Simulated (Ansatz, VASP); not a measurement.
**One calculation of PbS, two programs**

```
Pb S
1.0
     0.00000    3.03912    3.03912
     3.03912    0.00000    3.03912
     3.03912    3.03912    0.00000
Pb S
1 1
Direct
  0.00000 0.00000 0.00000
  0.50000 0.50000 0.50000
```

Change from the starting cell: strain +0.025 along x and y, +0.025 along z, atoms carried along.

Alike in both runs: task single point; functional PBE; dispersion D3(BJ); k mesh 10 × 10 × 10; occupations gaussian, width 0.03 eV; no spin polarisation.

|  | VASP | Ansatz |
| --- | --- | --- |
| version | VASP 6.6.1 | Ansatz 0.2.0 |
| potentials or method | VASP PAW PBE potentials, release 64 (Pb_d, S), cutoff 520 eV | scalar-relativistic, plane waves, PAW |
| valence electrons in the cell | 20 | 20 |

Ansatz gave:

- gap on the k mesh at the Fermi level (eV): 0.60
- least direct gap on the mesh (eV): 0.60
- pressure (GPa): -3.4

Task: Which values does VASP return?

Result: gap on the k mesh at the Fermi level (eV): 0.60; least direct gap on the mesh (eV): 0.60; pressure (GPa): -3.5.

Spin-orbit coupling is off throughout.
